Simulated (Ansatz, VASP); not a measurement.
## I in VASP and in Ansatz

INCAR

```
SYSTEM = I
  ALGO = Normal
  EDIFF = 1E-6
  ENCUT = 520
  GGA = CA
  ISIF = 2
  ISMEAR = 0
  LASPH = .TRUE.
  LCHARG = .FALSE.
  LREAL = .FALSE.
  LWAVE = .FALSE.
  NBANDS = 22
  NELM = 60
  PREC = Accurate
  SIGMA = 0.6
```

KPOINTS

```
k-points
0
G
  9 9 4
  0 0 0
```

The input POSCAR:

```
I
1.0
    3.5886574692     -2.1413150360      0.0000000000
    3.5886574692      2.1413150360      0.0000000000
    0.0000000000      0.0000000000      9.6272130010
I
4
Direct
    0.8254264989      0.1745735011      0.1231842597
    0.6745735011      0.3254264989      0.6231842597
    0.1745735011      0.8254264989      0.8768157403
    0.3254264989      0.6745735011      0.3768157403
```

Input for Ansatz:

```yaml
crystal:
  lattice:
    - [3.5886574692, -2.141315036, 0.0]
    - [3.5886574692, 2.141315036, 0.0]
    - [0.0, 0.0, 9.627213001]
  atoms:
    - { symbol: I, position: [0.8254264989, 0.1745735011, 0.1231842597] }
    - { symbol: I, position: [0.6745735011, 0.3254264989, 0.6231842597] }
    - { symbol: I, position: [0.1745735011, 0.8254264989, 0.8768157403] }
    - { symbol: I, position: [0.3254264989, 0.6745735011, 0.3768157403] }
hamiltonian:
  xc: lda
  pseudopotentials:
    kind: paw
    azcp:
      I: "pseudopotentials/I.paw.azcp"
basis:
  ecutwfc: 420
  fft_grid_basis: typed
kpoints:
  mp_grid: { grid: [9, 9, 4], shift: [0, 0, 0] }
magnetization:
  spin_polarized: false
scf:
  occupations: { method: gaussian, width: 0.6 }
  lower_state_search: "off"
output:
  stress: true
```

Alike in both runs: task single point; functional LDA; k mesh 9 × 9 × 4; occupations gaussian, width 0.6 eV; no spin polarisation.

|  | VASP | Ansatz |
| --- | --- | --- |
| version | VASP 6.6.1 | Ansatz 0.2.0 |
| potentials or method | VASP PAW LDA potentials, release 64 (I), cutoff 520 eV | plane waves (420 eV) with PAW, scalar-relativistic |
| valence electrons in the cell | 28 | 68 |

```csv
,VASP,Ansatz,Ansatz less VASP
pressure (GPa),0.2,0.2,0.00
"traceless stress, the component that is largest in VASP (GPa)",-0.29,-0.28,+0.008
```

Ansatz warns that its potentials were made for another functional, while VASP's fit it. LDA's correlation is that of Perdew and Zunger in VASP and of Perdew and Wang (1992) in Ansatz. VASP's potentials hold 28 valence electrons a cell and Ansatz's 68, so a difference there can come from the potentials and not from the codes.

Neither program's run includes spin-orbit coupling.
